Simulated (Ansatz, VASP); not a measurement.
Two plane-wave programs on Al

The input INCAR:

```
PREC = Accurate
ENCUT = 520
EDIFF = 1E-6
ISMEAR = 0
SIGMA = 0.15
LREAL = F
LASPH = T
NELM = 60
ALGO = Normal
ISIF = 2
LWAVE = F
LCHARG = F
GGA = PE
IVDW = 12
NBANDS = 14
```

Contents of KPOINTS:

```
regular mesh
0
Gamma
  18 18 4
```

The input POSCAR:

```
Al
1.0
    2.9326000000      0.0000000000      0.0000000000
   -1.4663000000      2.5397060991      0.0000000000
    0.0000000000      0.0000000000     11.2371000000
Al
4
Direct
    0.0000000000      0.0000000000      0.0000000000
    0.3333333333      0.6666666667      0.2500000000
    0.0000000000      0.0000000000      0.5000000000
    0.6666666667      0.3333333333      0.7500000000
```

Input for Ansatz:

```yaml
crystal:
  lattice:
    - [2.9326, 0.0, 0.0]
    - [-1.4663, 2.5397060991, 0.0]
    - [0.0, 0.0, 11.2371]
  atoms:
    - { symbol: Al, position: [0.0, 0.0, 0.0] }
    - { symbol: Al, position: [0.3333333333, 0.6666666667, 0.25] }
    - { symbol: Al, position: [0.0, 0.0, 0.5] }
    - { symbol: Al, position: [0.6666666667, 0.3333333333, 0.75] }
basis:
  ecutwfc: 420
kpoints:
  mp_grid: { grid: [18, 18, 4] }
hamiltonian:
  xc: pbe
  pseudopotentials: { kind: paw, azcp: { folder: soft_1 } }
  dispersion: d3bj
scf:
  occupations: { method: gaussian, width: 0.15 }
output:
  forces: true
  stress: true
  eigenvalues: true
```

Alike in both runs: task single point; functional PBE; dispersion D3(BJ); k mesh 18 × 18 × 4; occupations gaussian, width 0.15 eV; no spin polarisation.

|  | VASP | Ansatz |
| --- | --- | --- |
| version | VASP 6.6.1 | Ansatz 0.2.0 |
| potentials or method | VASP PAW PBE potentials, release 64 (Al), cutoff 520 eV | scalar-relativistic, plane waves, PAW |
| valence electrons in the cell | 12 | 12 |

|  | VASP | Ansatz | Ansatz less VASP |
| --- | --- | --- | --- |
| gap on the k mesh at the Fermi level (eV) | none | none | - |
| pressure (GPa) | -11.2 | -11.2 | 0.00 |
| traceless stress, the component that is largest in VASP (GPa) | -1.50 | -1.50 | -0.006 |

A gap of «none» marks a metal or a gap that the smearing closes.
